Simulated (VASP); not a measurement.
Wanted: the native input for a VASP 6.6.1 run.

* Task: relaxation of cell and atoms
* Functional: LDA
* Potentials or basis: VASP PAW LDA potentials, release 64 (Al, As)
* Cutoff: 500 eV
* k mesh: 8 × 8 × 8
* Occupations: gaussian, width 0.02 eV
* Spin: no spin polarisation
* Dipole correction: no
* Further INCAR settings: ALGO = Normal; EDIFF = 1e-07; IBRION = 2; EDIFFG = -0.002; NSW = 100; ISIF = 3

The structure of AlAs (l.b) lies in POSCAR:

```
AlAs
1.0
    0.0000000000      2.8400000000      2.8400000000
    2.8400000000      0.0000000000      2.8400000000
    2.8400000000      2.8400000000      0.0000000000
Al As
1 1
Direct
    0.0000000000      0.0000000000      0.0000000000
    0.2500000000      0.2500000000      0.2500000000
```

These files were run (other wordings do the same):

INCAR

```
SYSTEM = AlAs
  ALGO = Normal
  EDIFF = 1E-7
  EDIFFG = -0.002
  ENCUT = 500
  GGA_COMPAT = .FALSE.
  IBRION = 2
  ISIF = 3
  ISMEAR = 0
  LASPH = .TRUE.
  LCHARG = .FALSE.
  LREAL = .FALSE.
  LWAVE = .FALSE.
  NELM = 120
  NELMIN = 4
  NSW = 100
  PREC = Accurate
  SIGMA = 0.02
```

KPOINTS

```
k-points
0
G
  8 8 8
  0 0 0
```

Potentials or basis: VASP PAW LDA potentials, release 64 (Al, As).

Run with:

```bash
$ cat potpaw_LDA.64/Al/POTCAR potpaw_LDA.64/As/POTCAR > POTCAR
$ mpirun -np 1 vasp_std > vasp.out
```

Results of the run:

The relaxed volume is 22.40 Å³/atom. The relaxed cell is a = 3.986 Å, b = 3.986 Å, c = 3.986 Å, α = 60.00°, β = 60.00°, γ = 60.00°, the space group after relaxing (to 0.05 Å) is F-43m (No. 216) and the energy gained by relaxing is 2.6 meV/atom. The ionic steps are 3, the pressure after relaxing is 0.0 GPa and the band gap on the k mesh is 1.32 eV, indirect (least direct gap 1.98 eV).

Run time: 8.8 s on 1 thread of Intel(R) Xeon(R) 6975P-C (Granite Rapids) (shared host), peak memory 0.15 GiB.
